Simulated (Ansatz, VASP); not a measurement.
Au in VASP and in Ansatz

```
Au
1.0
     1.43178   -2.47997    0.00000
     1.43178    2.47997    0.00000
     0.00000    0.00000    4.79832
Au
2
Cartesian
  1.4318 -0.8266 1.1996
  1.4318 0.8266 3.5987
```

Alike in both runs: task electric field gradients; functional PBEsol; k mesh 16 × 16 × 10; occupations fermi-dirac, width 0.15 eV; no spin polarisation.

```csv
,VASP,Ansatz
version,VASP 6.6.1,Ansatz 0.2.0
potentials or method,"VASP PAW PBE potentials, release 64 (Au_sv_GW), cutoff 400 eV","scalar-relativistic, plane waves, PAW"
valence electrons in the cell,38,38
```

```tsv
	VASP	Ansatz	Ansatz less VASP
gap on the k mesh at the Fermi level (eV)	none	none	-
size of Vzz on the site where it differs most (V/Å²)	17.0	11.5	-5.43
```

VASP's potentials were made for PBE, not for PBEsol. A gap of «none» marks a metal or a gap that the smearing closes.

Spin-orbit coupling is off throughout.
